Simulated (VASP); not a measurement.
# Ni (Im-3m) in VASP: notebook, part 2 of 2

VASP 6.6.1.

## Step 4: Single point, LDA, collinear spin, ferromagnetic start

INCAR

```
PREC = Accurate
ENCUT = 520
EDIFF = 1E-6
ISMEAR = -1
SIGMA = 0.05
LREAL = False
LASPH = True
NELM = 150
ALGO = Normal
ISIF = 2
LWAVE = False
LCHARG = False
ISPIN = 2
MAGMOM = 0.19
LORBIT = 11
NUPDOWN = 0.19
LMAXMIX = 4
GGA = CA
NBANDS = 15
```

KPOINTS

```
regular mesh
0
Gamma
  17 17 17
```

POSCAR

```
Ni
1.0
   -1.3837154700      1.3837154700      1.3837154700
    1.3837154700     -1.3837154700      1.3837154700
    1.3837154700      1.3837154700     -1.3837154700
Ni
1
Direct
    0.0000000000      0.0000000000      0.0000000000
```

Run with:

```console
> cat potpaw_LDA.64/Ni/POTCAR > POTCAR
> mpirun -np 1 vasp_std > vasp.out
```

Run time: 38 s. Hardware: 1 thread of Intel Xeon Platinum 8488C (Sapphire Rapids), shared host; peak memory 0.15 GiB.

It converged, with:

```yaml
Free_energy: -6.4669 eV
Pressure: -11.7 GPa
Net_moment: 0.19 μB per cell
Site_moments: Ni +0.19 μB
Valence_electrons_inside_the_program's_atomic_spheres: Ni 9.37
```

Caveat: the total moment is fixed, so each spin has its own Fermi level.

## Step 5: Single point, LDA, collinear spin, ferromagnetic start

INCAR

```
SYSTEM = Ni
PREC = Accurate
ENCUT = 520
EDIFF = 1E-6
ISMEAR = -1
SIGMA = 0.05
LREAL = .False.
LASPH = .True.
NELM = 150
ALGO = Normal
ISIF = 2
LWAVE = .False.
LCHARG = .False.
ISPIN = 2
MAGMOM = 0.19
LORBIT = 11
NUPDOWN = 0.19
LMAXMIX = 4
NBANDS = 15
```

KPOINTS

```
regular mesh
0
Gamma
  17 17 17
  0 0 0
```

POSCAR is that of step 4.

Potentials or basis: VASP PAW LDA potentials, release 64 (Ni).

Run with:

```console
> cat potpaw_LDA.64/Ni/POTCAR > POTCAR
> mpirun -np 1 vasp_std > vasp.out
```

OUTCAR:

```text
SYSTEM = Ni
   PREC = Accurate
   ENCUT = 520
   EDIFF = 1E-6
   ISMEAR = -1
   LREAL = .False.
   LASPH = .True.
   NELM = 150
   ISIF = 2
   ISPIN = 2
   LORBIT = 11
   NUPDOWN = 0.19

 ion  position               nearest neighbor table
   1  0.000  0.000  0.000-

  LATTYP: Found a body centered cubic cell.
 ALAT       =     2.7674309400

  Lattice vectors:

 A1 = (  -1.3837154700,   1.3837154700,   1.3837154700)
 A2 = (   1.3837154700,  -1.3837154700,   1.3837154700)
 A3 = (   1.3837154700,   1.3837154700,  -1.3837154700)

Analysis of symmetry for initial positions (statically):
=====================================================================
 Subroutine PRICEL returns:
 Original cell was already a primitive cell.

 Routine SETGRP: Setting up the symmetry group for a
 body centered cubic supercell.

 Subroutine GETGRP returns: Found 48 space group operations
 (whereof 48 operations were pure point group operations)
 out of a pool of 48 trial point group operations.

The static configuration has the point symmetry O_h .

Analysis of symmetry for dynamics (positions and initial velocities):
=====================================================================
 Subroutine PRICEL returns:
 Original cell was already a primitive cell.

 Routine SETGRP: Setting up the symmetry group for a
 body centered cubic supercell.

 Subroutine GETGRP returns: Found 48 space group operations
 (whereof 48 operations were pure point group operations)
 out of a pool of 48 trial point group operations.

The dynamic configuration has the point symmetry O_h .

Analysis of structural, dynamic, and magnetic symmetry:
=====================================================================
 Subroutine PRICEL returns:
 Original cell was already a primitive cell.

 Routine SETGRP: Setting up the symmetry group for a
 body centered cubic supercell.

 Subroutine GETGRP returns: Found 48 space group operations
 (whereof 48 operations were pure point group operations)
 out of a pool of 48 trial point group operations.

The overall configuration has the point symmetry O_h .

 Subroutine INISYM returns: Found 48 space group operations
 (whereof 48 operations are pure point group operations),
 and found     1 'primitive' translations

----------------------------------------------------------------------------------------

                                     Primitive cell

  volume of cell :      10.5974

  direct lattice vectors                    reciprocal lattice vectors
    -1.383715470  1.383715470  1.383715470     0.000000000  0.361345964  0.361345964
     1.383715470 -1.383715470  1.383715470     0.361345964  0.000000000  0.361345964
     1.383715470  1.383715470 -1.383715470     0.361345964  0.361345964  0.000000000

  length of vectors
     2.396665497  2.396665497  2.396665497     0.511020363  0.511020363  0.511020363

  position of ions in fractional coordinates (direct lattice)
     0.000000000  0.000000000  0.000000000

  ion indices of the primitive-cell ions
   primitive index   ion index
                 1           1

----------------------------------------------------------------------------------------

 KPOINTS: regular mesh

Automatic generation of k-mesh.
[... 73 lines left out ...]
   ISYM   =      2    0-nonsym 1-usesym 2-fastsym
   POTIM  = 0.5000    time-step for ionic-motion
   TEBEG  =    0.0;   TEEND  =   0.0 temperature during run
   PSTRESS=    0.0 pullay stress
   NELECT =      10.0000    total number of electrons
   NUPDOWN=       0.1900    fix difference up-down
   EMIN   =  10.00;   EMAX   =-10.00  energy-range for DOS
   EFERMI =   0.00;   METHOD = LEGACY
   ISMEAR =    -1;   SIGMA  =   0.05  broadening in eV -4-tet -1-fermi 0-gaus
   EFERMI_NEDOS =   21; number of points for ismear=-14 and -15
   IALGO  =     38    algorithm
   IMIX   =      4    mixing-type and parameters
     AMIX     =   0.40;   BMIX     =  1.00
     AMIX_MAG =   1.60;   BMIX_MAG =  1.00
  volume/ion in A,a.u.               =      10.60        71.51
  Fermi-wavevector in a.u.,A,eV,Ry     =   1.605738  3.034405 35.081190  2.578395
  Thomas-Fermi vector in A             =   2.702037
   LORBIT       =     11    0 simple, 1 ext, 2 COOP (PROOUT), +10 PAW based schemes
   GGA     = CA    functional components
   LHFCALC =     F    Hartree Fock is set to
   AEXX    =    0.0000 exact exchange contribution
   IVDW    =     0    specifies the selected vdW correction
   LEPSILON=     F    determine dielectric tensor
   LRPA    =     F    only Hartree local field effects (RPA)
 spin polarized calculation
  energy-cutoff  :      520.00
  volume of cell :       10.60
 maximum number of plane-waves:       321
 NGX is ok and might be reduce to    18
   NGX =  9   NGY =  9   NGZ =  9

 number of electron      10.0000004 magnetization       0.1900000

 Free energy of the ion-electron system (eV)
  ---------------------------------------------------
  ext. energy  EPLUGINS =         0.00000000
  ---------------------------------------------------
  free energy    TOTEN  =        -6.46686123 eV

  energy without entropy =       -6.44985034  energy(sigma->0) =       -6.45835579

 E-fermi :   9.2348     XC(G=0): -13.7657

 val. band max:        9.2347560958   @ k =  -0.3529   0.4118   0.2941
 cond. band min:       9.2295369130   @ k =  -0.4118   0.4706   0.3529
 fundamental gap:     -0.0052191828
 Fermi energy:         9.2290971205

 spin component 1

 k-point     1 :       0.0000    0.0000    0.0000
  band No.  band energies     occupation
      1       0.2558      1.00000
      2       7.1534      1.00000
      3       7.1534      1.00000
      4       7.1534      1.00000
      5       8.5968      1.00000
      6       8.5968      1.00000
      7      36.0711      0.00000
      8      36.0711      0.00000
      9      36.0711      0.00000
     10      41.1699      0.00000
     11      41.1699      0.00000
     12      42.1961      0.00000
     13      42.1961      0.00000
     14      42.1961      0.00000
[... 403 lines left out ...]
      4       8.2754      1.00000
      5       8.7244      0.99996
      6       9.0377      0.97871
      7      24.9025      0.00000
      8      25.6600      0.00000
      9      31.3596      0.00000
     10      36.3951      0.00000
     11      39.7372      0.00000
     12      43.3019      0.00000
     13      46.4962      0.00000
     14      49.5748      0.00000
     15      51.7505      0.00000

 [... further k-points ...]

 spin component 2

 k-point     1 :       0.0000    0.0000    0.0000
  band No.  band energies     occupation
      1       0.2728      1.00000
      2       7.3512      1.00000
      3       7.3512      1.00000
      4       7.3512      1.00000
      5       8.7637      0.99992
      6       8.7637      0.99992
      7      36.0697      0.00000
      8      36.0697      0.00000
      9      36.0697      0.00000
     10      41.1797      0.00000
     11      41.1797      0.00000
     12      42.2545      0.00000
     13      42.2545      0.00000
     14      42.2545      0.00000
[... 403 lines left out ...]
      4       8.4487      1.00000
      5       8.9068      0.99859
      6       9.2273      0.53776
      7      24.9573      0.00000
      8      25.7113      0.00000
      9      31.4010      0.00000
     10      36.4165      0.00000
     11      39.7752      0.00000
     12      43.3307      0.00000
     13      46.5442      0.00000
     14      49.5979      0.00000
     15      51.7973      0.00000

 [... further k-points ...]

------------------------ aborting loop because EDIFF is reached ----------------------------------------

  FORCE on cell =-STRESS in cart. coord.  units (eV):
  Direction    XX          YY          ZZ          XY          YZ          ZX
  --------------------------------------------------------------------------------------
  -------------------------------------------------------------------------------------
  Total       -0.7720068     -0.7720068     -0.7720068     -0.0000000      0.0000000     -0.0000000
  in kB     -116.7162431   -116.7162431   -116.7162431     -0.0000000      0.0000000     -0.0000000
  external PRESSURE =    -116.7162431 kB  Pullay stress =       0.0000000 kB

 VOLUME and BASIS-vectors are now :
 -----------------------------------------------------------------------------
  energy-cutoff  :      520.00
  volume of cell :       10.60
      direct lattice vectors                 reciprocal lattice vectors
    -1.383715470  1.383715470  1.383715470     0.000000000  0.361345964  0.361345964
     1.383715470 -1.383715470  1.383715470     0.361345964  0.000000000  0.361345964
     1.383715470  1.383715470 -1.383715470     0.361345964  0.361345964  0.000000000

 POSITION                                       TOTAL-FORCE (eV/Angst)
 -----------------------------------------------------------------------------------
      0.00000      0.00000      0.00000         0.000000      0.000000      0.000000
 -----------------------------------------------------------------------------------
    total drift:                                0.000000      0.000000      0.000000

  FREE ENERGIE OF THE ION-ELECTRON SYSTEM (eV)
  ---------------------------------------------------
  free  energy   TOTEN  =        -6.4668612299 eV

  energy  without entropy=       -6.4498503430  energy(sigma->0) =       -6.45835579

 total charge

# of ion       s       p       d       tot
------------------------------------------
    1        0.503   0.509   8.360   9.372

 magnetization (x)

# of ion       s       p       d       tot
------------------------------------------
    1       -0.001  -0.004   0.196   0.190
```

It took 31 s on 1 thread of Intel Xeon Platinum 8488C (Sapphire Rapids), shared host; peak memory 0.15 GiB.

Results:

```
Free energy                                           : -6.4669 eV
Pressure                                              : -11.7 GPa
Net moment                                            : 0.19 μB per cell
Site moments                                          : Ni +0.19 μB
Valence electrons inside the program's atomic spheres : Ni 9.37
```

Caveat: the total moment is fixed, so each spin has its own Fermi level.

## Step 6: Summary

| spin | fixed moment (μB) | pressure (GPa) | moment (μB) |
| --- | --- | --- | --- |
| collinear, zero start | 0.0 | -11.9 | 0.00 |
| collinear, ferromagnetic start | 0.09 | -11.9 | 0.09 |
| collinear, ferromagnetic start | 0.19 | -11.7 | 0.19 |

Alike in all rows: task single point; level LDA; potentials or basis VASP PAW LDA potentials, release 64 (Ni); cell as given; k mesh 17 × 17 × 17; cutoff (eV) 520; smearing fermi-dirac 0.05 eV.

Caveats: the total moment is fixed, so each spin has its own Fermi level.

Total energies depend on the potentials used, so only differences within one code and one set of settings carry meaning.
